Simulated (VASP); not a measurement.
A run of VASP 6.6.1 is set up as follows.

INCAR

```
PREC = Accurate
ENCUT = 520
EDIFF = 1E-7
ISMEAR = -1
SIGMA = 0.05
LREAL = False
LASPH = True
NELM = 150
ALGO = Normal
ISIF = 2
LWAVE = False
LCHARG = False
ISPIN = 2
MAGMOM = 1.5
LORBIT = 11
LMAXMIX = 4
GGA = CA
NBANDS = 15
```

Contents of KPOINTS:

```
Automatic mesh
0
Gamma
  15 15 15
```

The input POSCAR:

```
Ni
1.0
    0.0000000000      1.7124640645      1.7124640645
    1.7124640645      0.0000000000      1.7124640645
    1.7124640645      1.7124640645      0.0000000000
Ni
1
Direct
    0.0000000000      0.0000000000      0.0000000000
```

Potentials or basis: VASP PAW LDA potentials, release 64 (Ni).

The run is started by

```sh
$ cat potpaw_LDA.64/Ni/POTCAR > POTCAR
$ mpirun -np 1 vasp_std > vasp.out
```

Question: Estimate the pressure.

Answer: -0.2 GPa.

Question: What does it give for the net moment?

Answer: 0.60 μB per cell.
